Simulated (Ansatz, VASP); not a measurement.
# F in VASP and in Ansatz

```
F
1.0
    -1.02948    1.02948    1.02948
     1.02948   -1.02948    1.02948
     1.02948    1.02948   -1.02948
F
1
Direct
  0.00000 0.00000 0.00000
```

Change from the starting cell: volume scaled by 0.43, crystal datasets.

Alike in both runs: task single point; functional PBE; k mesh 18 × 18 × 18; occupations fermi-dirac, width 0.08 eV; no spin polarisation.

|  | VASP | Ansatz |
| --- | --- | --- |
| version | VASP 6.6.1 | Ansatz 0.2.0 |
| potentials or method | VASP PAW PBE potentials, release 64 (F), cutoff 600 eV | all-electron PAW with datasets made for the crystal, scalar-relativistic |

```csv
,VASP,Ansatz,Ansatz less VASP
pressure (GPa),380.4,380.8,+0.44
```

Both programs put the cell under a high pressure, so it lies far from rest at this level. Ansatz ran all-electron here, and VASP with PAW potentials. Ansatz's warnings: printed levels off.

Noted on VASP's run: the cell as given lies far from equilibrium.
